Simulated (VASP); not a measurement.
# C19O in VASP: a series of runs

C19O is run at these levels: PBE; tasks: single point.

All numbers are computed with VASP 6.6.1; they aren't measurements. Logs are shortened: lines on timing, memory, paths and dates and some standing lists are left out, and cuts for length are marked.

**1. The cell of the first run**

The cell holds a slab with vacuum, 20 atoms: a = 7.398 Å, b = 7.398 Å, c = 13.000 Å, α = 90.00°, β = 90.00°, γ = 120.00°.

**2. Single point, PBE**

Contents of INCAR:

```
PREC = Accurate
ENCUT = 520
EDIFF = 1E-7
ISMEAR = 0
SIGMA = 0.05
LREAL = Auto
LASPH = True
NELM = 100
ALGO = Normal
ISIF = 2
LWAVE = False
LCHARG = True
GGA = PE
LELF = True
LVHAR = True
NBANDS = 57
```

Contents of KPOINTS:

```
regular mesh
0
Gamma
  2 2 1
```

Contents of POSCAR:

```
C19O
1.0
    7.3980000000      0.0000000000      0.0000000000
   -3.6990000000      6.4068560000      0.0000000000
    0.0000000000      0.0000000000     13.0000000000
C O
19 1
Direct
   -0.0011441276     -0.0012498952      0.0620487436
    0.2237045373      0.1111529425      0.0620225545
    0.0010972647      0.3337859444      0.0620856782
    0.2214683494      0.4439726539      0.0620906423
    0.0005738695      0.6648831770      0.0620836406
    0.2219968629      0.7755993202      0.0620709298
    0.3344138946      0.0004745081      0.0620211688
    0.5547678126      0.1106276688      0.0620573201
    0.3338923989      0.3315041778      0.0620588340
    0.5552997993      0.4422155794      0.0620793862
    0.3321617991      0.6653881946      0.0621012641
    0.5570576207      0.7778369766      0.0621040282
    0.6672391771     -0.0017973241      0.0620857109
    0.8886541160      0.1089018829      0.0620740261
    0.6654782884      0.3320300356      0.0620788299
    0.8903764700      0.4444834184      0.0620877024
    0.6677489949      0.6671129966      0.0620929769
    0.8881256545      0.7773342518      0.0620549136
    0.0756089848      0.8319383181      0.3436329542
   -0.0180192672      0.6853972727      0.3913767957
```

Potentials or basis: VASP PAW PBE potentials, release 64 (C, O).

Run with:

```bash
$ cat potpaw_PBE.64/C/POTCAR potpaw_PBE.64/O/POTCAR > POTCAR
$ mpirun -np 1 vasp_std > vasp.out
```

OUTCAR:

```text
PREC = Accurate
   ENCUT = 520
   EDIFF = 1E-7
   ISMEAR = 0
   LREAL = Auto
   LASPH = True
   NELM = 100
   ISIF = 2
   GGA = PE

 ion  position               nearest neighbor table
   1  0.999  0.999  0.062-  14 1.41  18 1.42   2 1.44
   2  0.224  0.111  0.062-   9 1.41   7 1.42   1 1.44
   3  0.001  0.334  0.062-   4 1.41  16 1.42  14 1.44
   4  0.221  0.444  0.062-   3 1.41  11 1.42   9 1.44
   5  0.001  0.665  0.062-  16 1.41   6 1.42  18 1.44
   6  0.222  0.776  0.062-  11 1.41   5 1.42   7 1.44
[... 10 lines left out ...]
  17  0.668  0.667  0.062-  18 1.41  12 1.42  10 1.44
  18  0.888  0.777  0.062-  17 1.41   1 1.42   5 1.44
  19  0.076  0.832  0.344-  20 1.14
  20  0.982  0.685  0.391-  19 1.14

  LATTYP: Found a hexagonal cell.
 ALAT       =     7.3980000000
 C/A-ratio  =     1.7572316842

  Lattice vectors:

 A1 = (   7.3980000000,   0.0000000000,   0.0000000000)
 A2 = (  -3.6990000000,   6.4068560000,   0.0000000000)
 A3 = (   0.0000000000,   0.0000000000,  13.0000000000)

Analysis of symmetry for initial positions (statically):
=====================================================================
 Subroutine PRICEL returns:
 Original cell was already a primitive cell.

 Routine SETGRP: Setting up the symmetry group for a
 hexagonal supercell.

 Subroutine GETGRP returns: Found  1 space group operations
 (whereof  1 operations were pure point group operations)
 out of a pool of 24 trial point group operations.

The static configuration has the point symmetry C_1 .

Analysis of symmetry for dynamics (positions and initial velocities):
=====================================================================
 Subroutine PRICEL returns:
 Original cell was already a primitive cell.

 Routine SETGRP: Setting up the symmetry group for a
 hexagonal supercell.

 Subroutine GETGRP returns: Found  1 space group operations
 (whereof  1 operations were pure point group operations)
 out of a pool of 24 trial point group operations.

The dynamic configuration has the point symmetry C_1 .

 Subroutine INISYM returns: Found  1 space group operations
 (whereof  1 operations are pure point group operations),
 and found     1 'primitive' translations

----------------------------------------------------------------------------------------

                                     Primitive cell

  volume of cell :     616.1730

  direct lattice vectors                    reciprocal lattice vectors
     7.398000000  0.000000000  0.000000000     0.135171668  0.078041398  0.000000000
    -3.699000000  6.406856000  0.000000000     0.000000000  0.156082796  0.000000000
     0.000000000  0.000000000 13.000000000     0.000000000  0.000000000  0.076923077

  length of vectors
     7.398000000  7.398000054 13.000000000     0.156082797  0.156082796  0.076923077

  position of ions in fractional coordinates (direct lattice)
     0.998855872  0.998750105  0.062048744
     0.223704537  0.111152942  0.062022554
     0.001097265  0.333785944  0.062085678
     0.221468349  0.443972654  0.062090642
     0.000573870  0.664883177  0.062083641
     0.221996863  0.775599320  0.062070930
[... 12 lines left out ...]
     0.075608985  0.831938318  0.343632954
     0.981980733  0.685397273  0.391376796

  ion indices of the primitive-cell ions
   primitive index   ion index
                 1           1
                 2           2
                 3           3
                 4           4
                 5           5
                 6           6
[... 12 lines left out ...]
                19          19
                20          20

----------------------------------------------------------------------------------------

 KPOINTS: regular mesh

Automatic generation of k-mesh.
 Grid dimensions read from file:
 generate k-points for:    2    2    1

 Generating k-lattice:

  Cartesian coordinates                     Fractional coordinates (reciprocal lattice)
     0.067585834  0.039020699  0.000000000     0.500000000 -0.000000000  0.000000000
     0.000000000  0.078041398  0.000000000     0.000000000  0.500000000  0.000000000
     0.000000000  0.000000000  0.076923077     0.000000000  0.000000000  1.000000000

  Length of vectors
     0.078041399  0.078041398  0.076923077

  Shift w.r.t. Gamma in fractional coordinates (k-lattice)
     0.000000000  0.000000000  0.000000000

 Subroutine IBZKPT returns following result:
 ===========================================

 Found      4 irreducible k-points:

 Following reciprocal coordinates:
            Coordinates               Weight
  0.000000  0.000000  0.000000      1.000000
  0.500000  0.000000  0.000000      1.000000
  0.000000  0.500000  0.000000      1.000000
  0.500000  0.500000  0.000000      1.000000
   k-points           NKPTS =      4   k-points in BZ     NKDIM =      4   number of bands    NBANDS=     57
   number of dos      NEDOS =    301   number of ions     NIONS =     20
   total plane-waves  NPLWV = 307328
   dimension x,y,z NGX =    56 NGY =   56 NGZ =   98
   dimension x,y,z NGXF=   112 NGYF=  112 NGZF=  196
   ions per type =              19   1
   NGX,Y,Z   is equivalent  to a cutoff of  12.58, 12.58, 12.53 a.u.
   NGXF,Y,Z  is equivalent  to a cutoff of  25.17, 25.17, 25.06 a.u.
 SYSTEM =  unknown system
   PREC   = accura    normal or accurate (medium, high low for compatibility)
   ISTART =      0    job   : 0-new  1-cont  2-samecut
   ICHARG =      2    charge: 1-file 2-atom 10-const
   ISPIN  =      1    spin polarized calculation?
   LNONCOLLINEAR =      F non collinear calculations
   LSORBIT =      F    spin-orbit coupling
   LASPH  =      T    aspherical Exc in radial PAW
   ENCUT  =  520.0 eV  38.22 Ry    6.18 a.u.  13.76 13.76 24.17*2*pi/ulx,y,z
   NELM   =    100;   NELMIN=  2; NELMDL= -5     # of ELM steps
   EDIFF  = 0.1E-06   stopping-criterion for ELM
   LREAL  =      T    real-space projection
   EDIFFG = 0.1E-05   stopping-criterion for IOM
   NSW    =      0    number of steps for IOM
   IBRION =     -1    ionic relax: 0-MD 1-quasi-New 2-CG
   NFREE  =      0    steps in history (QN), initial steepest desc. (CG)
   ISIF   =      2    stress and relaxation
   ISYM   =      2    0-nonsym 1-usesym 2-fastsym
   POTIM  = 0.5000    time-step for ionic-motion
   TEBEG  =    0.0;   TEEND  =   0.0 temperature during run
   PSTRESS=    0.0 pullay stress
   NELECT =      82.0000    total number of electrons
   NUPDOWN=      -1.0000    fix difference up-down
   EMIN   =  10.00;   EMAX   =-10.00  energy-range for DOS
   EFERMI =   0.00;   METHOD = LEGACY
   ISMEAR =     0;   SIGMA  =   0.05  broadening in eV -4-tet -1-fermi 0-gaus
   EFERMI_NEDOS =   21; number of points for ismear=-14 and -15
   IALGO  =     38    algorithm
   IMIX   =      4    mixing-type and parameters
     AMIX     =   0.40;   BMIX     =  1.00
     AMIX_MAG =   1.60;   BMIX_MAG =  1.00
  volume/ion in A,a.u.               =      30.81       207.91
  Fermi-wavevector in a.u.,A,eV,Ry     =   0.835818  1.579468  9.504925  0.698592
  Thomas-Fermi vector in A             =   1.949440
   LORBIT       =      0    0 simple, 1 ext, 2 COOP (PROOUT), +10 PAW based schemes
   GGA     = PE    functional components
   LHFCALC =     F    Hartree Fock is set to
   AEXX    =    0.0000 exact exchange contribution
   IVDW    =     0    specifies the selected vdW correction
   LEPSILON=     F    determine dielectric tensor
   LRPA    =     F    only Hartree local field effects (RPA)
 non-spin polarized calculation
 Gauss-broadening in eV      SIGMA  =   0.05
  energy-cutoff  :      520.00
  volume of cell :      616.17
 maximum number of plane-waves:     16651
 NGX is ok and might be reduce to    56
   NGX = 27   NGY = 27   NGZ = 49

 number of electron      81.9999999 magnetization

 Free energy of the ion-electron system (eV)
  ---------------------------------------------------
  ext. energy  EPLUGINS =         0.00000000
  ---------------------------------------------------
  free energy    TOTEN  =      -180.41473501 eV

  energy without entropy =     -180.41449963  energy(sigma->0) =     -180.41461732

 E-fermi :  -1.6637     XC(G=0):  -3.9559

 val. band max:       -1.7720354966   @ k =   0.0000   0.0000   0.0000
 cond. band min:      -1.5552603686   @ k =   0.0000   0.0000   0.0000
 fundamental gap:      0.2167751280
 Fermi energy:        -1.6636673670

 k-point     1 :       0.0000    0.0000    0.0000
  band No.  band energies     occupation
      1     -26.8075      2.00000
      2     -21.1868      2.00000
      3     -18.6884      2.00000
      4     -18.6842      2.00000
      5     -18.5777      2.00000
      6     -18.5746      2.00000
[... 45 lines left out ...]
     52       3.2128      0.00000
     53       3.3494      0.00000

 k-point     2 :       0.5000    0.0000    0.0000
  band No.  band energies     occupation
      1     -26.8074      2.00000
      2     -20.5343      2.00000
      3     -20.5313      2.00000
      4     -19.2847      2.00000
      5     -19.1955      2.00000
      6     -16.7930      2.00000
[... 45 lines left out ...]
     52       3.4594      0.00000
     53       3.6910      0.00000

 k-point     3 :       0.0000    0.5000    0.0000
  band No.  band energies     occupation
      1     -26.8075      2.00000
      2     -20.5352      2.00000
      3     -20.5304      2.00000
      4     -19.2849      2.00000
      5     -19.1953      2.00000
      6     -16.7937      2.00000
[... 45 lines left out ...]
     52       3.3968      0.00000
     53       3.7178      0.00000

 k-point     4 :       0.5000    0.5000    0.0000
  band No.  band energies     occupation
      1     -26.8074      2.00000
      2     -20.5339      2.00000
      3     -20.5317      2.00000
      4     -19.2851      2.00000
      5     -19.1950      2.00000
      6     -16.7935      2.00000
[... 45 lines left out ...]
     52       3.4940      0.00000
     53       3.6712      0.00000
 [bands above 53 left out]

------------------------ aborting loop because EDIFF is reached ----------------------------------------

  FORCE on cell =-STRESS in cart. coord.  units (eV):
  Direction    XX          YY          ZZ          XY          YZ          ZX
  --------------------------------------------------------------------------------------
  -------------------------------------------------------------------------------------
  Total        1.6085582      2.2892128      0.1710557      0.1210061     -0.4749942     -0.0855057
  in kB        4.1825843      5.9524273      0.4447802      0.3146410     -1.2350832     -0.2223326
  external PRESSURE =       3.5265973 kB  Pullay stress =       0.0000000 kB

 VOLUME and BASIS-vectors are now :
 -----------------------------------------------------------------------------
  energy-cutoff  :      520.00
  volume of cell :      616.17
      direct lattice vectors                 reciprocal lattice vectors
     7.398000000  0.000000000  0.000000000     0.135171668  0.078041398  0.000000000
    -3.699000000  6.406856000  0.000000000     0.000000000  0.156082796  0.000000000
     0.000000000  0.000000000 13.000000000     0.000000000  0.000000000  0.076923077

 POSITION                                       TOTAL-FORCE (eV/Angst)
 -----------------------------------------------------------------------------------
      3.69516      6.39885      0.80663         0.009393      0.001914     -0.002052
      1.24381      0.71214      0.80629        -0.001141     -0.002395     -0.005512
     -1.22656      2.13852      0.80711        -0.000216     -0.004472      0.001820
     -0.00383      2.84447      0.80718         0.006626      0.002247      0.002637
     -2.45516      4.25981      0.80709        -0.001538      0.004854     -0.001846
     -1.22661      4.96915      0.80692        -0.001505      0.003825      0.005582
[... 12 lines left out ...]
     -2.51798      5.33011      4.46723         0.118416      0.747302     -0.501911
      4.72941      4.39124      5.08790        -0.121164     -0.752822      0.496603
 -----------------------------------------------------------------------------------
    total drift:                               -0.003168      0.026518      0.017815

  FREE ENERGIE OF THE ION-ELECTRON SYSTEM (eV)
  ---------------------------------------------------
  free  energy   TOTEN  =      -180.4147350117 eV

  energy  without entropy=     -180.4144996258  energy(sigma->0) =     -180.41461732
```

It took 3.5 min on 1 thread of AMD EPYC 9R45 (Zen 5), shared host; peak memory 0.59 GiB.

Results:

```yaml
Free_energy: -180.4147 eV
Largest_force: 0.910 eV/Å
Band_gap_on_the_k_mesh: 0.22 eV
```

Forces on the atoms (eV/Å):
```
C    0.009  0.002 -0.002
C   -0.001 -0.002 -0.006
C    0.000 -0.004  0.002
C    0.007  0.002  0.003
C   -0.002  0.005 -0.002
C   -0.002  0.004  0.006
C   -0.005 -0.009  0.001
C    0.006  0.003  0.002
C   -0.003  0.011 -0.001
C   -0.007  0.002  0.000
C    0.011  0.000 -0.002
C   -0.003 -0.010  0.000
C   -0.010  0.005  0.001
C   -0.006  0.006  0.000
C    0.008  0.007 -0.003
C   -0.002 -0.007  0.003
C   -0.007 -0.010  0.003
C    0.010  0.000  0.001
C    0.118  0.747 -0.502
O   -0.121 -0.753  0.497
```

Caveat: the k points lie up to 0.49 Å⁻¹ apart.

**3. Single point, PBE**

Contents of INCAR:

```
PREC = Accurate
ENCUT = 520
EDIFF = 1E-6
ISMEAR = 0
SIGMA = 0.05
LREAL = Auto
LASPH = T
NELM = 100
ALGO = Normal
ISIF = 2
LWAVE = F
LCHARG = F
GGA = PE
NBANDS = 57
```

KPOINTS is that of step 2.

Contents of POSCAR:

```
C19O
1.0
    7.3980000000      0.0000000000      0.0000000000
   -3.6990000000      6.4068560000      0.0000000000
    0.0000000000      0.0000000000     13.0000000000
C O
19 1
Direct
   -0.0011441499     -0.0012499110      0.0620487692
    0.2237044869      0.1111529586      0.0620225385
    0.0010971791      0.3337858694      0.0620856923
    0.2214683599      0.4439726755      0.0620906154
    0.0005739394      0.6648832126      0.0620836154
    0.2219968632      0.7755992955      0.0620709231
    0.3344139152      0.0004744917      0.0620211538
    0.5547679116      0.1106277400      0.0620573077
    0.3338924337      0.3315042511      0.0620588462
    0.5552997695      0.4422156515      0.0620793846
    0.3321617642      0.6653881405      0.0621012308
    0.5570576189      0.7778370546      0.0621040000
    0.6672392284     -0.0017972934      0.0620856923
    0.8886541293      0.1089019326      0.0620740000
    0.6654782803      0.3320300940      0.0620788462
    0.8903764554      0.4444833784      0.0620876923
    0.6677489902      0.6671130114      0.0620930000
    0.8881256582      0.7773343119      0.0620549231
    0.0756089262      0.8319383173      0.3436329231
   -0.0180192314      0.6853973306      0.3913767692
```

Potentials or basis: VASP PAW PBE potentials, release 64 (C, O).

Run with:

```bash
$ cat potpaw_PBE.64/C/POTCAR potpaw_PBE.64/O/POTCAR > POTCAR
$ mpirun -np 1 vasp_std > vasp.out
```

Run time: 3.4 min. Hardware: 1 thread of AMD EPYC 9R45 (Zen 5), shared host; peak memory 0.59 GiB.

It converged, with:

```
Free energy            : -180.4147 eV
Largest force          : 0.910 eV/Å
Band gap on the k mesh : 0.22 eV
```

Forces in eV/Å, atoms in the order of the input:
```
C    0.009  0.002 -0.002
C   -0.001 -0.002 -0.006
C    0.000 -0.004  0.002
C    0.007  0.002  0.003
C   -0.002  0.005 -0.002
C   -0.002  0.004  0.006
C   -0.005 -0.009  0.001
C    0.006  0.003  0.002
C   -0.003  0.011 -0.001
C   -0.007  0.002  0.000
C    0.011  0.000 -0.002
C   -0.003 -0.010  0.000
C   -0.010  0.005  0.001
C   -0.006  0.006  0.000
C    0.008  0.007 -0.003
C   -0.002 -0.007  0.003
C   -0.007 -0.010  0.003
C    0.010  0.000  0.001
C    0.118  0.747 -0.502
O   -0.121 -0.753  0.497
```

Levels at points of the mesh, in eV from the valence-band top:
```csv
k point,band 39,band 40,band 41,band 42,band 43,band 44
"(0.00, 0.00, 0.00)",-2.93,0.00,0.00,0.22,0.22,2.25
"(0.50, 0.00, 0.00)",-2.52,-2.52,-2.25,1.78,2.21,2.26
"(0.00, 0.50, 0.00)",-2.52,-2.52,-2.25,1.78,2.25,2.26
"(0.50, 0.50, 0.00)",-2.52,-2.52,-2.25,1.78,2.21,2.25
```

Caveat: the k points lie up to 0.49 Å⁻¹ apart.
